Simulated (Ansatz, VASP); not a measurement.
## Ir in VASP and in Ansatz

Contents of INCAR:

```
SYSTEM = Ir
PREC = Accurate ; ENCUT = 560
EDIFF = 1E-6 ; ISMEAR = 0
SIGMA = 0.1 ; LREAL = .FALSE.
LASPH = .TRUE. ; NELM = 120
ALGO = Normal ; ISIF = 2
LWAVE = .FALSE. ; LCHARG = .TRUE.
GGA = CA ; LELF = .TRUE.
LVHAR = .TRUE. ; NBANDS = 14
GGA_COMPAT = .FALSE.
```

File KPOINTS:

```
Automatic mesh
0
G
  6 6 6
  0 0 0
```

File POSCAR:

```
Ir
1.0
    0.0000000000      1.9269646676      1.9269646676
    1.9269646676      0.0000000000      1.9269646676
    1.9269646676      1.9269646676      0.0000000000
Ir
1
Direct
    0.0000000000      0.0000000000      0.0000000000
```

Input for Ansatz:

```yaml
crystal:
  lattice:
    - [0.0, 1.9269646676, 1.9269646676]
    - [1.9269646676, 0.0, 1.9269646676]
    - [1.9269646676, 1.9269646676, 0.0]
  atoms:
    - { symbol: Ir, position: [0.0, 0.0, 0.0] }
  symmetry: { detect: true }
basis:
  ecutrho_ratio: 12
kpoints:
  mp_grid: { grid: [6, 6, 6] }
hamiltonian:
  xc: lda
scf:
  occupations: { method: gaussian, width: 0.1 }
  algorithm: density_mixing
  self_checks: high
  max_iter: 79
output:
  forces: true
  stress: true
  eigenvalues: true
```

Alike in both runs: task single point; functional LDA; k mesh 6 × 6 × 6; occupations gaussian, width 0.1 eV; no spin polarisation.

```csv
,VASP,Ansatz
version,VASP 6.6.1,Ansatz 0.2.0
potentials or method,"VASP PAW LDA potentials, release 64 (Ir_sv_GW)","scalar-relativistic, plane waves, PAW"
plane-wave cutoff (eV),560,420
valence electrons in the cell,17,17
```

```tsv
	VASP	Ansatz	Ansatz less VASP
gap on the k mesh at the Fermi level (eV)	none	none	-
pressure (GPa)	-12.1	-11.7	+0.40
```

LDA's correlation is that of Perdew and Zunger in VASP and of Perdew and Wang (1992) in Ansatz. A gap of «none» marks a metal or a gap that the smearing closes.

The k mesh is coarse, so the values compare programs but aren't converged. Neither program's run includes spin-orbit coupling.
